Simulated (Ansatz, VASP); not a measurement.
## Te in VASP and in Ansatz

Contents of INCAR:

```
SYSTEM = Te
  PREC = Accurate
  ENCUT = 520
  EDIFF = 1E-6
  ISMEAR = 0
  SIGMA = 0.15
  LREAL = .FALSE.
  LASPH = .TRUE.
  NELM = 100
  ALGO = Normal
  ISIF = 2
  LWAVE = .FALSE.
  LCHARG = .FALSE.
  GGA = PS
  NBANDS = 9
```

KPOINTS

```
Automatic mesh
0
G
  15 15 15
  0 0 0
```

File POSCAR:

```
Te
1.0
    2.2482003737      1.2979990910      1.6381886723
   -2.2482003737      1.2979990910      1.6381886723
    0.0000000000     -2.5959981818      1.6381886724
Te
1
Direct
    0.5000000000      0.5000000000      0.5000000000
```

Input for Ansatz:

```yaml
crystal:
  lattice:
    - [2.2482003737, 1.297999091, 1.6381886723]
    - [-2.2482003737, 1.297999091, 1.6381886723]
    - [0.0, -2.5959981818, 1.6381886724]
  atoms:
    - { symbol: Te, position: [0.5, 0.5, 0.5] }
basis:
  ecutwfc: 420
kpoints:
  mp_grid: { grid: [15, 15, 15] }
hamiltonian:
  xc: pbesol
  pseudopotentials: { kind: paw }
scf:
  occupations: { method: gaussian, width: 0.15 }
output:
  forces: true
  stress: true
  eigenvalues: true
```

Alike in both runs: task single point; functional PBEsol; k mesh 15 × 15 × 15; occupations gaussian, width 0.15 eV; no spin polarisation.

|  | VASP | Ansatz |
| --- | --- | --- |
| version | VASP 6.6.1 | Ansatz 0.2.0 |
| potentials or method | VASP PAW PBE potentials, release 64 (Te), cutoff 520 eV | scalar-relativistic, plane waves, PAW |
| valence electrons in the cell | 6 | 16 |

VASP gave:

```
gap on the k mesh at the Fermi level (eV)                     : none
pressure (GPa)                                                : 5.4
traceless stress, the component that is largest in VASP (GPa) : -0.68
```

Task: Which values does Ansatz return?

Result: gap on the k mesh at the Fermi level (eV): none; pressure (GPa): 5.3; traceless stress, the component that is largest in VASP (GPa): -0.65.

VASP's potentials were made for PBE, not for PBEsol. A gap of «none» marks a metal or a gap that the smearing closes. With one functional, cell and mesh, what is left measures potentials, basis and numerics. VASP's potentials hold 6 valence electrons a cell and Ansatz's 16, so a difference there can come from the potentials and not from the codes.

Neither program's run includes spin-orbit coupling.
